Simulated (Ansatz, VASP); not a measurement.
**GaW: VASP beside Ansatz**

```
Ga W
1.0
     4.37789    0.00000    0.00000
    -2.18894    3.79136    0.00000
     0.00000    0.00000    5.00110
Ga W
2 2
Direct
  0.33333 0.66667 0.94105
  0.66667 0.33333 0.44105
  0.33333 0.66667 0.44105
  0.66667 0.33333 0.94105
```

Alike in both runs: functional PBE; k mesh 6 × 6 × 4; occupations gaussian, width 0.1 eV; no spin polarisation.

Ansatz relaxed the structure, and its values are those at the end. VASP's run is a single point on that final structure, the one shown.

|  | VASP | Ansatz |
| --- | --- | --- |
| version | VASP 6.6.1 | Ansatz 0.2.0 |
| potentials or method | VASP PAW PBE potentials, release 64 (Ga_d, W_sv), cutoff 520 eV | scalar-relativistic, plane waves, PAW |
| valence electrons in the cell | 54 | 54 |

```tsv
	VASP	Ansatz	Ansatz less VASP
gap on the k mesh at the Fermi level (eV)	none	none	-
pressure (GPa)	0.4	0.1	-0.27
```

A gap of «none» marks a metal or a gap that the smearing closes.

Spin-orbit coupling is off throughout.
